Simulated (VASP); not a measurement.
K: single point with PBE

Crystal: K.

```xyz
2
Lattice="2.4380 -4.0476 0.0000 2.4380 4.0476 0.0000 0.0000 0.0000 7.8118" Properties=species:S:1:pos:R:3 pbc="T T T"
K     2.4380   -2.5954    1.9529
K     2.4380    2.5954    5.8588
```

| Item | Value |
| --- | --- |
| Program | VASP 6.6.1 |
| Task | single point |
| Functional | PBE |
| Potentials or basis | VASP PAW PBE potentials, release 64 (K_sv) |
| Cutoff | 500 eV |
| k mesh | 1 × 5 × 1, shifted |
| Occupations | methfessel-paxton, width 0.011 eV |
| Spin | no spin polarisation |
| Dipole correction | no |
| Further INCAR settings | ALGO = Normal; EDIFF = 1e-06; NBANDS = 16; ISYM = 0 |

```json
{
  "Pressure": "-0.5 GPa",
  "Band gap on the k mesh": "zero (band 9 reaches -0.23 eV, above the bottom of band 10 at -1.62 eV)"
}
```

Forces in eV/Å, atoms in the order of the input:
```
K   -0.001 -0.002  0.000
K    0.001  0.002  0.000
```

Stress tensor (GPa, compression positive):
```
-1.06  0.18  0.00
 0.18 -1.22  0.00
 0.00  0.00  0.93
```

Levels at points of the mesh, in eV from the Fermi level:
```csv
k point,band 7,band 8,band 9,band 10,band 11,band 12,band 13,band 14
"(0.00, 0.00, 0.50)",-14.57,-14.57,-0.37,-0.37,3.74,3.74,5.00,5.00
```

It took 21 s on 1 thread of AMD EPYC 7R43 64-Core Processor (Zen 3), on a shared host, peak memory 0.2 GiB.

Caveat: the k points lie up to 1.50 Å⁻¹ apart.
